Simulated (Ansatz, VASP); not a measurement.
**Two plane-wave programs on CoSi2**

```
CELL_PARAMETERS angstrom
0.00000 2.67954 2.67954
2.67954 0.00000 2.67954
2.67954 2.67954 0.00000
ATOMIC_POSITIONS crystal
Co 0.00000 0.00000 0.00000
Si 0.75000 0.75000 0.75000
Si 0.25000 0.25000 0.25000
```

Alike in both runs: functional PBE; k mesh 6 × 6 × 6; occupations gaussian, width 0.1 eV; no spin polarisation.

Ansatz relaxed the structure, and its values are those at the end. VASP's run is a single point on that final structure, the one shown.

|  | VASP | Ansatz |
| --- | --- | --- |
| version | VASP 6.6.1 | Ansatz 0.2.0 |
| potentials or method | VASP PAW PBE potentials, release 64 (Co, Si), cutoff 600 eV | scalar-relativistic, plane waves, PAW |
| valence electrons in the cell | 17 | 25 |

```tsv
	VASP	Ansatz	Ansatz less VASP
gap on the k mesh at the Fermi level (eV)	none	none	-
pressure (GPa)	-0.1	0.1	+0.25
```

A gap of «none» marks a metal or a gap that the smearing closes. VASP's potentials hold 17 valence electrons a cell and Ansatz's 25, so a difference there can come from the potentials and not from the codes.
